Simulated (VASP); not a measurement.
# SnP2 (Imma) in VASP: further runs

SnP2 is run at these levels: PBE; tasks: single point, relaxation of cell and atoms.

Program: VASP 6.6.1. These are calculated values, not measurements. Logs are shortened: lines on timing, memory, paths and dates and some standing lists are left out, and cuts for length are marked.

**1. The cell of the first run**

Symmetry: Imma, No. 74, orthorhombic system. The conventional cell has a = 5.022 Å, b = 8.087 Å, c = 6.287 Å, α = 90.00°, β = 90.00°, γ = 90.00°. Sn (site symmetry mm2) has 8 P at 2.74 to 3.54 Å and 2 Sn at 2.95 Å within 3.6 Å. Within 2.9 Å of P (site symmetry m) lie 3 P at 2.22 to 2.53 Å and 1 Sn at 2.74 Å.

**2. Single point, PBE**

The input, INCAR:

```
SYSTEM = SnP2
ALGO = Normal ; EDIFF = 1E-6
ENCUT = 520 ; GGA = PE
ISIF = 2 ; ISMEAR = 0
LASPH = .TRUE. ; LCHARG = .FALSE.
LREAL = .FALSE. ; LWAVE = .FALSE.
NBANDS = 33 ; NELM = 100
PREC = Accurate ; SIGMA = 0.1
```

The input, KPOINTS:

```
k-points
0
G
  4 4 4
  0 0 0
```

The input, POSCAR:

```
SnP2
1.0
   -2.5108230074      4.0435559501      3.1434678938
    2.5108230074     -4.0435559501      3.1434678938
    2.5108230074      4.0435559501     -3.1434678938
Sn P
2 4
Direct
    0.8769233089      0.6269233089      0.2500000000
    0.1230766911      0.3730766911      0.7500000000
    0.3415320299      0.2286060150      0.1129260149
    0.6156800001      0.2286060150      0.3870739851
    0.6584679701      0.7713939850      0.8870739851
    0.3843199999      0.7713939850      0.6129260149
```

Potentials or basis: VASP PAW PBE potentials, release 64 (Sn_d, P).

Launch:

```sh
$ cat potpaw_PBE.64/Sn_d/POTCAR potpaw_PBE.64/P/POTCAR > POTCAR
$ mpirun -np 1 vasp_std > vasp.out
```

OUTCAR:

```text
SYSTEM = SnP2
   EDIFF = 1E-6
   ENCUT = 520
   GGA = PE
   ISIF = 2
   ISMEAR = 0
   LASPH = .TRUE.
   LREAL = .FALSE.
   NELM = 100
   PREC = Accurate

 ion  position               nearest neighbor table
   1  0.877  0.627  0.250-   3 2.74   4 2.74   2 2.95   2 2.95   6 3.07   5 3.07
   2  0.123  0.373  0.750-   5 2.74   6 2.74   1 2.95   1 2.95   4 3.07   3 3.07
   3  0.342  0.229  0.113-   4 2.22   6 2.53   6 2.53   1 2.74   2 3.07
   4  0.616  0.229  0.387-   3 2.22   5 2.53   5 2.53   1 2.74   2 3.07
   5  0.658  0.771  0.887-   6 2.22   4 2.53   4 2.53   2 2.74   1 3.07
   6  0.384  0.771  0.613-   5 2.22   3 2.53   3 2.53   2 2.74   1 3.07

  LATTYP: Found a body centered orthorhombic cell.
 ALAT       =     5.0216460148
 B/A-ratio  =     1.2519671377
 C/A-ratio  =     1.6104504133

  Lattice vectors:

 A1 = (   2.5108230074,  -4.0435559501,  -3.1434678938)
 A2 = (  -2.5108230074,  -4.0435559501,   3.1434678938)
 A3 = (  -2.5108230074,   4.0435559501,  -3.1434678938)

Analysis of symmetry for initial positions (statically):
=====================================================================
 Subroutine PRICEL returns:
 Original cell was already a primitive cell.

 Routine SETGRP: Setting up the symmetry group for a
 body centered orthorhombic supercell.

 Subroutine GETGRP returns: Found  8 space group operations
 (whereof  4 operations were pure point group operations)
 out of a pool of  8 trial point group operations.

The static configuration has the point symmetry C_2h.
 The point group associated with its full space group is D_2h.

Analysis of symmetry for dynamics (positions and initial velocities):
=====================================================================
 Subroutine PRICEL returns:
 Original cell was already a primitive cell.

 Routine SETGRP: Setting up the symmetry group for a
 body centered orthorhombic supercell.

 Subroutine GETGRP returns: Found  8 space group operations
 (whereof  4 operations were pure point group operations)
 out of a pool of  8 trial point group operations.

The dynamic configuration has the point symmetry C_2h.
 The point group associated with its full space group is D_2h.

 Subroutine INISYM returns: Found  8 space group operations
 (whereof  4 operations are pure point group operations),
 and found     1 'primitive' translations

----------------------------------------------------------------------------------------
[... 95 lines left out ...]
   LREAL  =      F    real-space projection
   EDIFFG = 0.1E-04   stopping-criterion for IOM
   NSW    =      0    number of steps for IOM
   IBRION =     -1    ionic relax: 0-MD 1-quasi-New 2-CG
   NFREE  =      0    steps in history (QN), initial steepest desc. (CG)
   ISIF   =      2    stress and relaxation
   ISYM   =      2    0-nonsym 1-usesym 2-fastsym
   POTIM  = 0.5000    time-step for ionic-motion
   TEBEG  =    0.0;   TEEND  =   0.0 temperature during run
   PSTRESS=    0.0 pullay stress
   NELECT =      48.0000    total number of electrons
   NUPDOWN=      -1.0000    fix difference up-down
   EMIN   =  10.00;   EMAX   =-10.00  energy-range for DOS
   EFERMI =   0.00;   METHOD = LEGACY
   ISMEAR =     0;   SIGMA  =   0.10  broadening in eV -4-tet -1-fermi 0-gaus
   EFERMI_NEDOS =   21; number of points for ismear=-14 and -15
   IALGO  =     38    algorithm
   IMIX   =      4    mixing-type and parameters
     AMIX     =   0.40;   BMIX     =  1.00
     AMIX_MAG =   1.60;   BMIX_MAG =  1.00
  volume/ion in A,a.u.               =      21.28       143.58
  Fermi-wavevector in a.u.,A,eV,Ry     =   1.181605  2.232910 18.996329  1.396191
  Thomas-Fermi vector in A             =   2.317875
   LORBIT       =      0    0 simple, 1 ext, 2 COOP (PROOUT), +10 PAW based schemes
   GGA     = PE    functional components
   LHFCALC =     F    Hartree Fock is set to
   AEXX    =    0.0000 exact exchange contribution
   IVDW    =     0    specifies the selected vdW correction
   LEPSILON=     F    determine dielectric tensor
   LRPA    =     F    only Hartree local field effects (RPA)
 non-spin polarized calculation
 Gauss-broadening in eV      SIGMA  =   0.10
  energy-cutoff  :      520.00
  volume of cell :      127.66
 maximum number of plane-waves:      3459
   NGX = 21   NGY = 21   NGZ = 21

 number of electron      47.9999998 magnetization

 Free energy of the ion-electron system (eV)
  ---------------------------------------------------
  ext. energy  EPLUGINS =         0.00000000
  ---------------------------------------------------
  free energy    TOTEN  =       -27.78185211 eV

  energy without entropy =      -27.77213810  energy(sigma->0) =      -27.77699511

 E-fermi :   7.1244     XC(G=0): -10.2002

 val. band max:        7.1134288024   @ k =  -0.2500  -0.2500   0.2500
 cond. band min:       7.1295946852   @ k =   0.0000   0.5000   0.0000
 fundamental gap:      0.0161658828
 Fermi energy:         7.1243842687

 k-point     1 :       0.0000    0.0000    0.0000
  band No.  band energies     occupation
      1     -14.4910      2.00000
      2     -14.4538      2.00000
      3     -14.4262      2.00000
      4     -14.4095      2.00000
      5     -14.3857      2.00000
      6     -14.3529      2.00000
[... 637 lines left out ...]
     32      11.7112      0.00000
     33      12.0869      0.00000

------------------------ aborting loop because EDIFF is reached ----------------------------------------

  FORCE on cell =-STRESS in cart. coord.  units (eV):
  Direction    XX          YY          ZZ          XY          YZ          ZX
  --------------------------------------------------------------------------------------
  -------------------------------------------------------------------------------------
  Total       -0.0462459     -0.1117494      0.0807683      0.0000000      0.0000000      0.0000000
  in kB       -0.5804104     -1.4025141      1.0136846      0.0000000      0.0000000      0.0000000
  external PRESSURE =      -0.3230799 kB  Pullay stress =       0.0000000 kB

 VOLUME and BASIS-vectors are now :
 -----------------------------------------------------------------------------
  energy-cutoff  :      520.00
  volume of cell :      127.66
      direct lattice vectors                 reciprocal lattice vectors
    -2.510823007  4.043555950  3.143467894     0.000000000  0.123653538  0.159059999
     2.510823007 -4.043555950  3.143467894     0.199137892  0.000000000  0.159059999
     2.510823007  4.043555950 -3.143467894     0.199137892  0.123653538  0.000000000

 POSITION                                       TOTAL-FORCE (eV/Angst)
 -----------------------------------------------------------------------------------
     -0.00000      2.02178      3.94143        -0.000000     -0.000000     -0.002941
      2.51082      2.02178     -0.79796         0.000000     -0.000000      0.002941
     -0.00000      0.91325      1.43723        -0.000000      0.028581      0.001893
      0.00000      3.13031      1.43723        -0.000000     -0.028581      0.001893
      2.51082      3.13031      1.70624         0.000000     -0.028581     -0.001893
      2.51082      0.91325      1.70624         0.000000      0.028581     -0.001893
 -----------------------------------------------------------------------------------
    total drift:                               -0.000000      0.000000     -0.000000

  FREE ENERGIE OF THE ION-ELECTRON SYSTEM (eV)
  ---------------------------------------------------
  free  energy   TOTEN  =       -27.7818521073 eV

  energy  without entropy=      -27.7721381033  energy(sigma->0) =      -27.77699511
```

OSZICAR:

```text
N       E                     dE             d eps       ncg     rms          rms(c)
DAV:   1     0.416635920081E+03    0.41664E+03   -0.21952E+04  1252   0.179E+03
DAV:   2     0.296466951369E+02   -0.38699E+03   -0.36991E+03  1204   0.477E+02
DAV:   3    -0.252743797006E+02   -0.54921E+02   -0.51647E+02  1482   0.151E+02
DAV:   4    -0.280323436613E+02   -0.27580E+01   -0.27132E+01  1454   0.345E+01
DAV:   5    -0.281309589823E+02   -0.98615E-01   -0.98544E-01  1711   0.683E+00    0.888E+00
DAV:   6    -0.278026847991E+02    0.32827E+00   -0.50410E-01  1597   0.510E+00    0.507E+00
DAV:   7    -0.277846530981E+02    0.18032E-01   -0.30165E-01  1647   0.245E+00    0.140E+00
DAV:   8    -0.277825480393E+02    0.21051E-02   -0.59701E-02  1405   0.151E+00    0.395E-01
DAV:   9    -0.277820014656E+02    0.54657E-03   -0.70352E-03  1590   0.642E-01    0.157E-01
DAV:  10    -0.277818207615E+02    0.18070E-03   -0.99069E-04  1507   0.252E-01    0.659E-02
DAV:  11    -0.277818723252E+02   -0.51564E-04   -0.33028E-04  1614   0.972E-02    0.218E-02
DAV:  12    -0.277818502297E+02    0.22095E-04   -0.69200E-05  1452   0.575E-02    0.132E-02
DAV:  13    -0.277818518895E+02   -0.16598E-05   -0.12838E-05  1310   0.155E-02    0.679E-03
DAV:  14    -0.277818521073E+02   -0.21782E-06   -0.51242E-07   843   0.546E-03
   1 F= -.27781852E+02 E0= -.27776995E+02  d E =-.971400E-02
```

stdout:

```text
POSCAR found type information on POSCAR SnP
 POSCAR found :  2 types and       6 ions
 scaLAPACK will be used
 LDA part: xc-table for (Slater+PW92), standard interpolation
 POSCAR, INCAR and KPOINTS ok, starting setup
 FFT: planning ... GRIDC
 FFT: planning ... GRID_SOFT
 FFT: planning ... GRID
 WAVECAR not read
 entering main loop
```

It took 49 s on 1 thread of Intel Xeon 6975P-C (Granite Rapids), shared host; peak memory 0.27 GiB.

What came out:

* Free energy: -27.7819 eV
* Pressure: 0.0 GPa
* Largest force: 0.029 eV/Å
* Band gap on the k mesh: zero (band 24 reaches 7.41 eV, above the bottom of band 25 at 6.91 eV)

Forces on the atoms (eV/Å):
```
Sn   0.000  0.000 -0.003
Sn   0.000  0.000  0.003
P    0.000  0.029  0.002
P    0.000 -0.029  0.002
P    0.000 -0.029 -0.002
P    0.000  0.029 -0.002
```

Levels at points of the mesh, in eV from the Fermi level:
```csv
k point,band 22,band 23,band 24,band 25,band 26,band 27
"(0.00, 0.00, 0.00)",-2.52,-1.88,-1.52,0.33,1.16,2.64
"(0.50, 0.00, 0.00)",-1.75,-1.49,-0.31,1.31,1.40,2.24
"(0.00, 0.50, 0.00)",-1.61,-1.14,-0.84,0.01,0.54,0.74
"(0.50, 0.50, 0.00)",-1.30,-0.95,-0.95,1.45,1.45,2.83
"(0.50, 0.50, 0.50)",-0.82,-0.81,-0.43,0.17,0.30,2.17
```

Caveat: the k points lie up to 0.40 Å⁻¹ apart; spin-orbit coupling is left out, which moves the levels of the heavy elements.

**3. Relaxation of cell and atoms, PBE**

This run uses another cell than the first one, of 22.33 Å³/atom, 1.050 times its volume.

The input, INCAR:

```
SYSTEM = SnP2
ALGO = Normal
EDIFF = 1E-7
EDIFFG = -0.04
ENCUT = 600
GGA = PE
IBRION = 2
ISIF = 3
ISMEAR = 0
LASPH = .True.
LCHARG = .False.
LREAL = .False.
LWAVE = .False.
NELM = 100
NSW = 90
PREC = Accurate
SIGMA = 0.1
```

The input, KPOINTS:

```
k-points
0
Gamma
  4 4 4
  0 0 0
```

The input, POSCAR:

```
SnP2
1.0
   -2.3117848497      3.6978898327      3.9189797487
    2.3117848497     -3.6978898327      3.9189797487
    2.3117848497      3.6978898327     -3.9189797487
Sn P
2 4
Direct
    0.7960000000      0.5460000000      0.2500000000
    0.2040000000      0.4540000000      0.7500000000
    0.2140000000      0.1620000000      0.0520000000
    0.6100000000      0.1620000000      0.4480000000
    0.7860000000      0.8380000000      0.9480000000
    0.3900000000      0.8380000000      0.5520000000
```

Potentials or basis: VASP PAW PBE potentials, release 64 (Sn_d, P).

Launch:

```sh
$ cat potpaw_PBE.64/Sn_d/POTCAR potpaw_PBE.64/P/POTCAR > POTCAR
$ mpirun -np 1 vasp_std > vasp.out
```

Run time: 34 min. Hardware: 1 thread of Intel Xeon 6975P-C (Granite Rapids), shared host; peak memory 0.39 GiB.

The run converged. Its results:

- Free energy: -27.5644 eV
- Relaxed volume: 20.09 Å³/atom
- Relaxed cell: a = 5.981 Å, b = 5.981 Å, c = 5.981 Å, α = 135.16°, β = 73.46°, γ = 125.13°
- Space group after relaxing (to 0.05 Å): Imma (No. 74)
- Energy gained by relaxing: 262.8 meV/atom
- Ionic steps: 54
- Pressure after relaxing: 0.1 GPa
- Largest force after relaxing: 0.033 eV/Å
- Band gap on the k mesh: zero (band 24 reaches 8.55 eV, above the bottom of band 25 at 7.51 eV)

Forces in eV/Å, atoms in the order of the input:
```
Sn   0.000  0.000  0.005
Sn   0.000  0.000 -0.005
P    0.000 -0.002 -0.033
P    0.000  0.002 -0.033
P    0.000  0.002  0.033
P    0.000 -0.002  0.033
```

Stress tensor (GPa, compression positive):
```
 0.22  0.00  0.00
 0.00  0.26  0.00
 0.00  0.00 -0.13
```

The path:
```tsv
step	energy change (eV)	largest force (eV/Å)	pressure (GPa)	volume (Å³)
1	0.0000	0.0320	-6.81	134.01
3	-0.5363	0.3478	0.44	114.42
5	-0.6622	0.1720	2.07	111.61
7	-0.7260	0.2562	-0.46	115.44
9	-0.7879	0.2224	-1.12	117.59
11	-0.9140	0.3850	0.39	122.89
13	-0.9374	0.0911	-0.47	121.59
15	-0.9678	0.1237	0.70	119.26
17	-0.9778	0.1355	-0.13	120.72
19	-1.0433	0.0821	-0.90	123.03
21	-1.0784	0.4358	4.02	128.82
23	-1.2836	0.4175	0.92	127.35
25	-1.2890	0.3988	1.24	127.57
27	-1.2926	0.3321	1.48	127.99
29	-1.3070	0.2613	1.35	128.90
31	-1.3615	0.2333	0.31	130.33
33	-1.3920	0.1408	-0.89	131.81
35	-1.4131	0.3904	0.41	128.11
37	-1.4363	0.3546	0.46	126.72
39	-1.4388	0.2911	1.81	120.11
41	-1.4827	0.1778	0.13	123.75
43	-1.4905	0.1255	-0.20	123.93
45	-1.5032	0.1753	0.09	122.73
47	-1.5524	0.1098	0.18	121.37
49	-1.5603	0.1567	0.32	120.72
51	-1.5699	0.1710	-0.49	121.54
53	-1.5746	0.0693	-0.29	121.05
54	-1.5769	0.0334	0.12	120.54
```

Final structure:
```cif
data_structure
_symmetry_space_group_name_H-M 'P 1'
_symmetry_Int_Tables_number 1
_cell_length_a 5.9815
_cell_length_b 5.9815
_cell_length_c 5.9815
_cell_angle_alpha 135.165
_cell_angle_beta 73.465
_cell_angle_gamma 125.132
_cell_volume 120.54
loop_
_atom_site_label
_atom_site_type_symbol
_atom_site_fract_x
_atom_site_fract_y
_atom_site_fract_z
_atom_site_occupancy
Sn1 Sn 0.81970 0.56970 0.25000 1
Sn2 Sn 0.18030 0.43030 0.75000 1
P1 P 0.24252 0.19275 0.04977 1
P2 P 0.64298 0.19275 0.45023 1
P3 P 0.75748 0.80725 0.95023 1
P4 P 0.35702 0.80725 0.54977 1
```

Levels at points of the mesh, in eV from the Fermi level:
| k point | band 20 | band 21 | band 22 | band 23 | band 24 | band 25 | band 26 | band 27 | band 28 |
| --- | --- | --- | --- | --- | --- | --- | --- | --- | --- |
| (0.00, 0.00, 0.00) | -5.07 | -4.87 | -2.10 | -1.73 | -1.04 | 0.64 | 1.72 | 3.31 | 3.63 |
| (0.50, 0.00, 0.00) | -3.14 | -2.28 | -1.74 | -0.90 | -0.59 | 0.56 | 1.44 | 1.57 | 2.07 |
| (0.00, 0.50, 0.00) | -3.31 | -2.17 | -1.29 | -0.21 | 0.24 | 1.27 | 1.53 | 1.86 | 2.26 |
| (0.50, 0.50, 0.00) | -2.56 | -1.91 | -1.91 | -0.65 | -0.65 | 0.80 | 0.80 | 2.36 | 2.36 |
| (0.50, 0.50, 0.50) | -2.12 | -1.59 | -1.15 | -1.13 | 0.11 | 0.35 | 0.43 | 0.79 | 1.57 |

Caveat: the k points lie up to 0.45 Å⁻¹ apart in the final cell; spin-orbit coupling is left out, which moves the levels of the heavy elements.
